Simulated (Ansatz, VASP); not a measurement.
## One calculation of GaGe, two programs

Contents of INCAR:

```
SYSTEM = GaGe
  ALGO = Normal
  EDIFF = 1E-7
  ENCUT = 520
  GGA = CA
  ISIF = 2
  ISMEAR = -1
  LASPH = .True.
  LCHARG = .False.
  LREAL = .False.
  LWAVE = .False.
  NBANDS = 20
  NELM = 100
  PREC = Accurate
  SIGMA = 0.05
```

The input KPOINTS:

```
k-points
0
Gamma
  8 8 8
  0 0 0
```

File POSCAR:

```
GaGe
1.0
    0.0000000000      2.9359778994      2.9359778994
    2.9359778994      0.0000000000      2.9359778994
    2.9359778994      2.9359778994      0.0000000000
Ge Ga
1 1
Direct
    0.0000000000      0.0000000000      0.0000000000
    0.2500000000      0.2500000000      0.2500000000
```

The input input.yaml:

```yaml
crystal:
  lattice:
    - [0.0, 2.9359778994, 2.9359778994]
    - [2.9359778994, 0.0, 2.9359778994]
    - [2.9359778994, 2.9359778994, 0.0]
  atoms:
    - { symbol: Ge, position: [0.0, 0.0, 0.0] }
    - { symbol: Ga, position: [0.25, 0.25, 0.25] }
hamiltonian:
  xc: lda
  pseudopotentials: { kind: paw }
kpoints:
  mp_grid: { grid: [8, 8, 8] }
scf:
  occupations: { method: fermi_dirac, width: 0.05 }
output:
  forces: true
  stress: true
  eigenvalues: true
  write_density: true
  write_potential: true
  elf: true
  volumetric_format: npy
```

Alike in both runs: task single point; functional LDA; k mesh 8 × 8 × 8; occupations fermi-dirac, width 0.05 eV; no spin polarisation.

```csv
,VASP,Ansatz
version,VASP 6.6.1,Ansatz 0.2.0
potentials or method,"VASP PAW LDA potentials, release 64 (Ge_d, Ga_d)",Ansatz PAW
plane-wave cutoff (eV),520,420
valence electrons in the cell,27,27
```

|  | VASP | Ansatz | Ansatz less VASP |
| --- | --- | --- | --- |
| gap on the k mesh at the Fermi level (eV) | none | none | - |
| pressure (GPa) | -5.5 | -5.5 | -0.07 |

LDA's correlation is that of Perdew and Zunger in VASP and of Perdew and Wang (1992) in Ansatz. A gap of «none» marks a metal or a gap that the smearing closes.
